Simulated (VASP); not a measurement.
Here is a VASP 6.6.1 calculation.

The input INCAR:

```
PREC     = Accurate       # precision mode
ENCUT    = 520            # plane-wave cutoff, eV
EDIFF    = 1E-6           # SCF threshold, eV
ISMEAR   = 0              # smearing method
SIGMA    = 0.05           # smearing width, eV
LREAL    = F              # projectors in reciprocal space
LASPH    = T              # aspherical terms in the spheres
NELM     = 100            # most SCF steps
ALGO     = Normal         # electronic algorithm
ISIF     = 2              # what is computed and relaxed
LWAVE    = F              # write WAVECAR
LCHARG   = F              # write CHGCAR
GGA      = PE             # functional
NBANDS   = 19             # bands
```

File KPOINTS:

```
regular mesh
0
Gamma
  10 10 6
```

POSCAR

```
TiTe2
1.0
    3.7571113946      0.0000000000      0.0000000000
   -1.8785556973      3.2537539126      0.0000000000
    0.0000000000      0.0000000000      7.0588037334
Ti Te
1 2
Direct
    0.0000000000      0.0000000000      0.0000000000
    0.3333333333      0.6666666667      0.2465654568
    0.6666666667      0.3333333333      0.7534345432
```

Potentials or basis: VASP PAW PBE potentials, release 64 (Ti_sv, Te).

Command:

```console
$ cat potpaw_PBE.64/Ti_sv/POTCAR potpaw_PBE.64/Te/POTCAR > POTCAR
$ mpirun -np 1 vasp_std > vasp.out
```

Predict the pressure.

0.0 GPa.

Predict the band gap on the k mesh.

zero (bands 12 and 13 overlap by 0.67 eV).

What does it give for the largest force?

0.009 eV/Å.

Forces in eV/Å, atoms in the order of the input:
```
Ti   0.000  0.000  0.000
Te   0.000  0.000  0.009
Te   0.000  0.000 -0.009
```

Caveat: spin-orbit coupling is left out, which moves the levels of the heavy elements; this functional lacks dispersion, which binds the layers, so the pressure and a relaxed spacing across them are unreliable.
